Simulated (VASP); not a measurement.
# CaO in VASP: further runs, part 2 of 2

VASP 6.6.1.

## Step 3: Single point, PBEsol

Contents of INCAR:

```
SYSTEM = CaO
  PREC = Accurate
  ENCUT = 520
  EDIFF = 1E-6
  ISMEAR = 0
  SIGMA = 0.01
  LREAL = .False.
  LASPH = .True.
  NELM = 60
  ALGO = Normal
  ISIF = 2
  LWAVE = .False.
  LCHARG = .False.
  GGA = PS
  NBANDS = 42
```

Contents of KPOINTS:

```
regular mesh
0
Gamma
  4 4 1
  0 0 0
```

Contents of POSCAR:

```
CaO
1.0
    2.3550650000     -2.3592240000      0.0000000000
    2.3550650000      2.3592240000      0.0000000000
    0.0000000000      0.0000000000     16.7489880000
Ca O
4 4
Direct
    0.0617045445      0.9247548526      0.1799241244
    0.9410196927      0.0667915567      0.8195533963
    0.4414275074      0.5553840456      0.6758412508
    0.5549750307      0.4401737232      0.3244326762
    0.0553313950      0.9582079341      0.3197310787
    0.9439607224      0.0814258381      0.6806869167
    0.4392667152      0.5533165044      0.8156897599
    0.5636282109      0.4393542971      0.1845149092
```

Potentials or basis: VASP PAW PBE potentials, release 64 (Ca_sv, O).

Run with:

```bash
$ cat potpaw_PBE.64/Ca_sv/POTCAR potpaw_PBE.64/O/POTCAR > POTCAR
$ mpirun -np 1 vasp_std > vasp.out
```

OUTCAR:

```text
SYSTEM = CaO
   PREC = Accurate
   ENCUT = 520
   EDIFF = 1E-6
   ISMEAR = 0
   LREAL = .False.
   LASPH = .True.
   NELM = 60
   ISIF = 2
   GGA = PS

 ion  position               nearest neighbor table
   1  0.062  0.925  0.180-   8 2.32   8 2.33   5 2.34   8 2.39   8 2.40
   2  0.941  0.067  0.820-   7 2.32   6 2.33   7 2.33   7 2.39   7 2.39
   3  0.441  0.555  0.676-   6 2.29   6 2.31   7 2.34   6 2.42   6 2.42
   4  0.555  0.440  0.324-   5 2.31   5 2.32   8 2.34   5 2.40   5 2.40
   5  0.055  0.958  0.320-   4 2.31   4 2.32   1 2.34   4 2.40   4 2.40
   6  0.944  0.081  0.681-   3 2.29   3 2.31   2 2.33   3 2.42   3 2.42
   7  0.439  0.553  0.816-   2 2.32   2 2.33   3 2.34   2 2.39   2 2.39
   8  0.564  0.439  0.185-   1 2.32   1 2.33   4 2.34   1 2.39   1 2.40

  LATTYP: Found a base centered orthorhombic cell.
 ALAT       =     4.7101300000
 B/A-ratio  =     1.0017659810
 C/A-ratio  =     3.5559502604

  Lattice vectors:

 A1 = (   2.3550650000,  -2.3592240000,   0.0000000000)
 A2 = (   2.3550650000,   2.3592240000,   0.0000000000)
 A3 = (   0.0000000000,   0.0000000000,  16.7489880000)

Analysis of symmetry for initial positions (statically):
=====================================================================
 Subroutine PRICEL returns:
 Original cell was already a primitive cell.

 Routine SETGRP: Setting up the symmetry group for a
 base centered orthorhombic supercell.

 Subroutine GETGRP returns: Found  1 space group operations
 (whereof  1 operations were pure point group operations)
 out of a pool of  8 trial point group operations.

The static configuration has the point symmetry C_1 .

Analysis of symmetry for dynamics (positions and initial velocities):
=====================================================================
 Subroutine PRICEL returns:
 Original cell was already a primitive cell.

 Routine SETGRP: Setting up the symmetry group for a
 base centered orthorhombic supercell.

 Subroutine GETGRP returns: Found  1 space group operations
 (whereof  1 operations were pure point group operations)
[... 126 lines left out ...]
   AEXX    =    0.0000 exact exchange contribution
   IVDW    =     0    specifies the selected vdW correction
   LEPSILON=     F    determine dielectric tensor
   LRPA    =     F    only Hartree local field effects (RPA)
 non-spin polarized calculation
 Gauss-broadening in eV      SIGMA  =   0.01
  energy-cutoff  :      520.00
  volume of cell :      186.12
 maximum number of plane-waves:      5072
 NGX is ok and might be reduce to    28
   NGX = 13   NGY = 13   NGZ = 63

 number of electron      64.0000013 magnetization

 Free energy of the ion-electron system (eV)
  ---------------------------------------------------
  ext. energy  EPLUGINS =         0.00000000
  ---------------------------------------------------
  free energy    TOTEN  =       -51.67004688 eV

  energy without entropy =      -51.67004688  energy(sigma->0) =      -51.67004688

 E-fermi :   0.0130     XC(G=0):  -7.3826

 val. band max:       -0.0488919780   @ k =   0.0000   0.0000   0.0000
 cond. band min:       1.9429436141   @ k =   0.0000   0.0000   0.0000
 fundamental gap:      1.9918355921
 Fermi energy:         0.0130396921

 k-point     1 :       0.0000    0.0000    0.0000
  band No.  band energies     occupation
      1     -37.8079      2.00000
      2     -37.7921      2.00000
      3     -37.7178      2.00000
      4     -37.7076      2.00000
      5     -19.3426      2.00000
      6     -19.3291      2.00000
[... 439 lines left out ...]
     41       6.9715      0.00000
     42       7.0636      0.00000

------------------------ aborting loop because EDIFF is reached ----------------------------------------

  FORCE on cell =-STRESS in cart. coord.  units (eV):
  Direction    XX          YY          ZZ          XY          YZ          ZX
  --------------------------------------------------------------------------------------
  -------------------------------------------------------------------------------------
  Total       -2.8604845     -3.1546604     -1.4347317     -0.0432785     -0.3412462     -0.0659114
  in kB      -24.6240529    -27.1564226    -12.3506735     -0.3725567     -2.9375673     -0.5673885
  external PRESSURE =     -21.3770497 kB  Pullay stress =       0.0000000 kB

 VOLUME and BASIS-vectors are now :
 -----------------------------------------------------------------------------
  energy-cutoff  :      520.00
  volume of cell :      186.12
      direct lattice vectors                 reciprocal lattice vectors
     2.355065000 -2.359224000  0.000000000     0.212308365 -0.211934094  0.000000000
     2.355065000  2.359224000  0.000000000     0.212308365  0.211934094  0.000000000
     0.000000000  0.000000000 16.748988000     0.000000000  0.000000000  0.059705100

 POSITION                                       TOTAL-FORCE (eV/Angst)
 -----------------------------------------------------------------------------------
      2.32318      2.03613      3.01355         0.177558      0.194083      0.394682
      2.37346     -2.06250     13.72669        -0.107853     -0.088472     -0.278989
      2.34756      0.26885     11.31966         0.225804      0.190023      0.404556
      2.34364     -0.27084      5.43392         0.123525      0.055816     -0.420502
      2.38695      2.13009      5.35517        -0.183500     -0.212085      0.124391
      2.41485     -2.03491     11.40082        -0.269568     -0.203802     -0.168925
      2.33760      0.26907     13.66198         0.151720      0.106599      0.043290
      2.36209     -0.29319      3.09044        -0.117687     -0.042162     -0.098503
 -----------------------------------------------------------------------------------
    total drift:                               -0.000366     -0.000150     -0.000234

  FREE ENERGIE OF THE ION-ELECTRON SYSTEM (eV)
  ---------------------------------------------------
  free  energy   TOTEN  =       -51.6700468808 eV

  energy  without entropy=      -51.6700468808  energy(sigma->0) =      -51.67004688
```

Run time: 3.6 min. Hardware: 1 thread of Oxide Virtual Turin-like, shared host; peak memory 0.27 GiB.

Results:

```yaml
Free_energy: -51.6700 eV
Pressure: -2.1 GPa
Largest_force: 0.501 eV/Å
Band_gap_on_the_k_mesh: 1.99 eV, direct
```

Forces in eV/Å, atoms in the order of the input:
```
Ca   0.178  0.194  0.395
Ca  -0.108 -0.088 -0.279
Ca   0.226  0.190  0.405
Ca   0.124  0.056 -0.421
O   -0.183 -0.212  0.124
O   -0.270 -0.204 -0.169
O    0.152  0.107  0.043
O   -0.118 -0.042 -0.099
```

Levels at points of the mesh, in eV from the valence-band top:
```csv
k point,band 29,band 30,band 31,band 32,band 33,band 34,band 35,band 36
"(0.00, 0.00, 0.00)",-0.04,-0.02,-0.01,0.00,1.99,2.77,3.87,3.93
"(0.50, 0.00, 0.00)",-1.12,-1.08,-1.06,-1.03,4.70,4.78,5.45,5.51
"(0.00, 0.50, 0.00)",-1.14,-1.11,-1.04,-1.00,4.70,4.78,5.43,5.51
"(0.50, 0.50, 0.00)",-0.56,-0.54,-0.53,-0.51,4.40,4.41,4.48,4.51
```

Caveat: the k points lie up to 0.47 Å⁻¹ apart; the PAW data sets were made with another functional, which shifts forces and pressure a little.

## Step 4: Molecular dynamics, PBEsol

Contents of INCAR:

```
ALGO = Normal ; ANDERSEN_PROB = 0.0
EDIFF = 1E-5 ; ENCUT = 520
GGA = PS ; IBRION = 0
ISIF = 2 ; ISMEAR = 0
ISYM = 0 ; LASPH = True
LCHARG = True ; LREAL = False
LWAVE = False ; MDALGO = 1
NELM = 80 ; NELMIN = 4
NSW = 20 ; POTIM = 2.0
PREC = Accurate ; RANDOM_SEED = 720 0 0
SIGMA = 0.01 ; TEBEG = 100.0
TEEND = 100.0
```

Contents of KPOINTS:

```
k-points
0
Gamma
  4 4 1
```

Contents of POSCAR:

```
CaO
1.0
    2.3550650000     -2.3592240000      0.0000000000
    2.3550650000      2.3592240000      0.0000000000
    0.0000000000      0.0000000000     16.7489880000
Ca O
4 4
Direct
    0.0672080000      0.9327920000      0.1784880000
    0.9327920000      0.0672080000      0.8215120000
    0.4327920000      0.5672080000      0.6784880000
    0.5672080000      0.4327920000      0.3215120000
    0.0670080000      0.9329920000      0.3196360000
    0.9329920000      0.0670080000      0.6803640000
    0.4329920000      0.5670080000      0.8196360000
    0.5670080000      0.4329920000      0.1803640000
```

Run with:

```bash
$ cat potpaw_PBE.64/Ca_sv/POTCAR potpaw_PBE.64/O/POTCAR > POTCAR
$ mpirun -np 1 vasp_std > vasp.out
```

It took 11 min on 1 thread of Oxide Virtual Turin-like, shared host; peak memory 0.38 GiB.

Step by step:
```tsv
step	potential energy change (eV)	largest force (eV/Å)	pressure (GPa)	volume (Å³)	temperature (K)
1	0.0000	0.1831	-2.37	186.12	101
2	0.0001	0.2510	-2.35	186.12	100
3	0.0028	0.3158	-2.34	186.12	98
4	0.0077	0.3745	-2.28	186.12	92
5	0.0146	0.4267	-2.23	186.12	85
6	0.0227	0.4749	-2.17	186.12	76
7	0.0315	0.5143	-2.11	186.12	66
8	0.0401	0.5636	-2.03	186.12	57
9	0.0476	0.6362	-1.95	186.12	48
10	0.0536	0.6910	-1.87	186.12	42
11	0.0573	0.7255	-1.80	186.12	38
12	0.0587	0.7347	-1.72	186.12	36
13	0.0577	0.7221	-1.64	186.12	37
14	0.0547	0.6869	-1.57	186.12	41
15	0.0504	0.6307	-1.51	186.12	45
16	0.0454	0.5559	-1.45	186.12	51
17	0.0405	0.4672	-1.39	186.12	56
18	0.0365	0.4888	-1.34	186.12	61
19	0.0337	0.5307	-1.29	186.12	64
20	0.0325	0.5731	-1.24	186.12	65
```

Caveat: the k points lie up to 0.47 Å⁻¹ apart; the PAW data sets were made with another functional, which shifts forces and pressure a little.
